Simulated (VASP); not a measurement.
Wanted: the native input for a VASP 6.6.1 run.

| Property | Result |
| --- | --- |
| Task | single point |
| Functional | PBEsol |
| Potentials or basis | VASP PAW PBE potentials, release 64 (Be, S) |
| Cutoff | 520 eV |
| k mesh | 8 × 8 × 8 |
| Occupations | gaussian, width 0.01 eV |
| Spin | no spin polarisation |
| Dipole correction | no |
| Further INCAR settings | ALGO = Normal; EDIFF = 1e-06; NBANDS = 11 |

The structure of BeS lies in POSCAR:

```
BeS
1.0
    0.0000000000      2.3680771622      2.3680771622
    2.3680771622      0.0000000000      2.3680771622
    2.3680771622      2.3680771622      0.0000000000
Be S
1 1
Direct
    0.0000000000      0.0000000000      0.0000000000
    0.7500000000      0.7500000000      0.7500000000
```

One way to write it, as run:

INCAR

```
SYSTEM = BeS
PREC = Accurate ; ENCUT = 520
EDIFF = 1E-6 ; ISMEAR = 0
SIGMA = 0.01 ; LREAL = .FALSE.
LASPH = .TRUE. ; NELM = 100
ALGO = Normal ; ISIF = 2
LWAVE = .FALSE. ; LCHARG = .TRUE.
GGA = PS ; LELF = .TRUE.
LVHAR = .TRUE. ; NBANDS = 11
```

KPOINTS

```
Automatic mesh
0
G
  8 8 8
  0 0 0
```

Potentials or basis: VASP PAW PBE potentials, release 64 (Be, S).

Run with:

```sh
$ cat potpaw_PBE.64/Be/POTCAR potpaw_PBE.64/S/POTCAR > POTCAR
$ mpirun -np 1 vasp_std > vasp.out
```

Results of the run:

```yaml
Pressure: 7.2 GPa
Band_gap_on_the_k_mesh: 2.76 eV, indirect (least direct gap 5.57 eV)
```

Caveat: the PAW data sets were made with another functional, which shifts forces and pressure a little.

It took 7.3 s on 1 thread of AMD EPYC 9R45 96-Core Processor (Zen 5), with other jobs on the host, peak memory 0.12 GiB.
